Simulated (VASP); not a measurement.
In16As15 (a cell with a defect): single point with PBE

The system is In16As15 (a cell with a defect).

```
CELL_PARAMETERS angstrom
-6.18633 6.18633 -6.18633
-6.18633 -6.18633 6.18633
6.18633 6.18633 6.18633
ATOMIC_POSITIONS crystal
In 0.00000 0.24736 0.74983
In 0.74753 0.50017 0.75017
In 0.75264 0.25247 0.00264
In 0.50017 0.74753 0.75017
In 0.50017 0.50017 0.99753
In 0.49983 0.24736 0.25000
In 0.24736 0.00000 0.74983
In 0.25247 0.75264 0.00264
In 0.24736 0.49983 0.25000
In 0.22647 0.22647 0.47647
In 0.00000 0.00000 0.02353
In 0.00000 0.77353 0.25000
In 0.00000 0.49983 0.49736
In 0.77353 0.00000 0.25000
In 0.75264 0.75264 0.50247
In 0.49983 0.00000 0.49736
As 0.75218 0.24623 0.25000
As 0.75218 0.00000 0.49623
As 0.50000 0.50000 0.25000
As 0.49405 0.24782 0.49782
As 0.50000 0.00000 0.75000
As 0.24623 0.75218 0.25000
As 0.24782 0.49405 0.49782
As 0.24782 0.24782 0.74405
As 0.24623 0.00000 0.00218
As 0.00000 0.75218 0.49623
As 0.00000 0.50000 0.75000
As 0.00000 0.24623 0.00218
As 0.75377 0.75377 0.75595
As 0.75377 0.50595 0.00377
As 0.50595 0.75377 0.00377
```

This cell differs from its parent crystal: atoms taken out, then relaxed in part.

* Program: VASP 6.6.1
* Task: single point
* Functional: PBE
* Potentials or basis: VASP PAW PBE potentials, release 64 (In_d, As)
* Cutoff: 400 eV
* k mesh: 3 × 3 × 3
* Occupations: gaussian, width 0.1 eV
* Spin: no spin polarisation
* Dipole correction: no
* Further INCAR settings: LREAL = Auto; ALGO = Normal; EDIFF = 1e-06; NBANDS = 162

```json
{
  "Pressure": "-0.8 GPa",
  "Largest force": "0.030 eV/Å",
  "Band gap on the k mesh": "zero (an odd number of electrons rules out a gap without spin polarisation)"
}
```

Forces on the atoms (eV/Å):
```
In  -0.017 -0.017  0.016
In  -0.017  0.017 -0.016
In   0.017 -0.016 -0.017
In  -0.017 -0.016  0.017
In   0.016  0.017  0.017
In  -0.016 -0.017  0.017
In  -0.017  0.016 -0.017
In   0.017 -0.017 -0.016
In  -0.016  0.017 -0.017
In  -0.004  0.004  0.004
In  -0.004 -0.004 -0.004
In   0.004  0.004 -0.004
In   0.017  0.017  0.016
In   0.004 -0.004  0.004
In   0.016 -0.017 -0.017
In   0.017  0.016  0.017
As  -0.013  0.008 -0.008
As  -0.008  0.013 -0.008
As   0.000  0.000  0.000
As   0.008 -0.008 -0.013
As   0.000  0.000  0.000
As  -0.013 -0.008  0.008
As   0.008 -0.013 -0.008
As   0.013 -0.008 -0.008
As   0.008  0.013  0.008
As  -0.008 -0.008  0.013
As   0.000  0.000  0.000
As   0.008  0.008  0.013
As   0.013  0.008  0.008
As  -0.008 -0.013  0.008
As  -0.008  0.008 -0.013
```

Levels at points of the mesh, in eV from the Fermi level:
| k point | band 139 | band 140 | band 141 | band 142 | band 143 | band 144 | band 145 | band 146 |
| --- | --- | --- | --- | --- | --- | --- | --- | --- |
| (0.00, 0.00, 0.00) | -0.66 | -0.66 | -0.66 | -0.06 | 0.66 | 0.66 | 0.66 | 1.19 |

It took 33 min on 1 thread of AMD EPYC 7571, on a shared host, peak memory 0.79 GiB.

Caveat: the cell differs from its parent crystal (atoms taken out, then relaxed in part); spin-orbit coupling is left out, which moves the levels of the heavy elements.
